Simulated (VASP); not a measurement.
InP (eos): single point with LDA

The system is InP (eos).

```
CELL_PARAMETERS angstrom
0.00000 2.99834 2.99834
2.99834 0.00000 2.99834
2.99834 2.99834 0.00000
ATOMIC_POSITIONS crystal
In 0.00000 0.00000 0.00000
P 0.75000 0.75000 0.75000
```

This cell differs from its parent crystal: volume scaled by 1.09.

```json
{
 "Program": "VASP 6.6.1",
 "Task": "single point",
 "Functional": "LDA",
 "Potentials or basis": "VASP PAW LDA potentials, release 64 (In_d, P)",
 "Cutoff": "520 eV",
 "k mesh": "10 × 10 × 10",
 "Occupations": "gaussian, width 0.02 eV",
 "Spin": "no spin polarisation"
}
```

The pressure is -5.0 GPa and the band gap on the k mesh is 0.14 eV, direct.

Levels at points of the mesh, in eV from the valence-band top:
```csv
k point,band 5,band 6,band 7,band 8,band 9,band 10,band 11,band 12,band 13,band 14
"(0.00, 0.00, 0.00)",-13.93,-11.10,0.00,0.00,0.00,0.14,3.96,3.96,3.96,7.97
"(0.50, 0.00, 0.00)",-13.92,-9.56,-5.49,-0.89,-0.89,1.16,4.68,4.68,6.74,8.92
"(0.50, 0.50, 0.00)",-13.91,-8.97,-5.57,-2.14,-2.14,1.70,2.12,8.58,8.97,8.97
```

Run time: 31 s on 1 thread of Intel Xeon 8259CL, with other jobs on the host, peak memory 0.17 GiB.

Caveat: spin-orbit coupling is left out, which moves the levels of the heavy elements.
